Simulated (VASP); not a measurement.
Si3N4: electric field gradients with PBE

The system is Si3N4.

```xyz
14
Lattice="7.6020 0.0000 0.0000 -3.8010 6.5835 0.0000 0.0000 0.0000 2.9060" Properties=species:S:1:pos:R:3 pbc="T T T"
Si    5.1785    1.1492    0.7265
Si    1.5940    5.0593    2.1795
Si    4.0175    3.9101    0.7265
Si   -1.3775    5.4343    2.1795
Si    2.2070    1.5242    0.7265
Si   -0.2165    2.6735    2.1795
N    -1.0234    2.1742    0.7265
N     5.2074    0.2008    2.1795
N     2.4298    4.6101    0.7265
N     4.8244    4.4093    2.1795
N    -1.4064    6.3827    0.7265
N     1.3712    1.9734    2.1795
N     3.8010    2.1945    0.7265
N     0.0000    4.3890    2.1795
```

```json
{
 "Program": "VASP 6.6.1",
 "Task": "electric field gradients",
 "Functional": "PBE",
 "Potentials or basis": "VASP PAW PBE potentials, release 64 (Si, N)",
 "Cutoff": "520 eV",
 "k mesh": "4 × 4 × 10",
 "Occupations": "fermi-dirac, width 0.02 eV",
 "Spin": "no spin polarisation",
 "Dipole correction": "no",
 "Further INCAR settings": "ALGO = Normal; EDIFF = 1e-08; NBANDS = 45; ISYM = 0"
}
```

```
Pressure                                : 5.5 GPa
Largest force                           : 0.048 eV/Å
Band gap on the k mesh                  : 4.32 eV (least direct gap 4.52 eV)
Largest electric field gradient by atom : Si +9.6; N -46.6, -46.2 (each value once) V/Å²
```

Forces on the atoms (eV/Å):
```
Si  -0.022  0.002  0.000
Si  -0.012 -0.018  0.000
Si   0.010 -0.020  0.000
Si   0.022 -0.002  0.000
Si   0.012  0.018  0.000
Si  -0.010  0.020  0.000
N   -0.018 -0.044  0.000
N    0.029 -0.038  0.000
N    0.047  0.006  0.000
N    0.018  0.044  0.000
N   -0.029  0.038  0.000
N   -0.047 -0.006  0.000
N    0.000  0.000  0.000
N    0.000  0.000  0.000
```

Levels at points of the mesh, in eV from the valence-band top:
| k point | band 30 | band 31 | band 32 | band 33 | band 34 | band 35 |
| --- | --- | --- | --- | --- | --- | --- |
| (0.00, 0.00, 0.00) | -0.46 | -0.39 | -0.19 | 4.32 | 4.77 | 4.90 |
| (0.50, 0.00, 0.00) | -0.78 | -0.32 | -0.25 | 4.63 | 4.72 | 4.88 |
| (0.00, 0.50, 0.00) | -0.78 | -0.32 | -0.25 | 4.63 | 4.72 | 4.88 |
| (0.50, 0.50, 0.00) | -0.78 | -0.32 | -0.25 | 4.63 | 4.72 | 4.88 |
| (0.00, 0.00, 0.50) | -1.63 | -1.34 | -1.34 | 4.73 | 4.73 | 4.73 |
| (0.50, 0.00, 0.50) | -1.51 | -1.05 | -1.05 | 4.81 | 4.81 | 5.87 |
| (0.00, 0.50, 0.50) | -1.51 | -1.05 | -1.05 | 4.81 | 4.81 | 5.87 |
| (0.50, 0.50, 0.50) | -1.51 | -1.05 | -1.05 | 4.81 | 4.81 | 5.87 |

Electric field gradients, principal values (V/Å²):
```csv
atom,least,middle,greatest (by size)
1 Si,-3.831,-5.731,9.562
2 Si,-3.831,-5.731,9.562
3 Si,-3.831,-5.731,9.562
4 Si,-3.831,-5.731,9.562
5 Si,-3.831,-5.731,9.562
6 Si,-3.831,-5.731,9.562
7 N,21.130,25.469,-46.600
8 N,21.131,25.469,-46.599
9 N,21.131,25.469,-46.599
10 N,21.130,25.469,-46.600
11 N,21.131,25.469,-46.599
12 N,21.131,25.469,-46.599
13 N,23.077,23.079,-46.156
14 N,23.077,23.079,-46.156
```

Run time: 16 min on 1 thread of Oxide Virtual Turin-like Processor (shared host), peak memory 0.49 GiB.

Caveat: the cell stands under pressure; without QUAD_EFG the Cq values of the log hold for a quadrupole moment of 1 mb, not for the nuclei. A k mesh can miss the band edges.
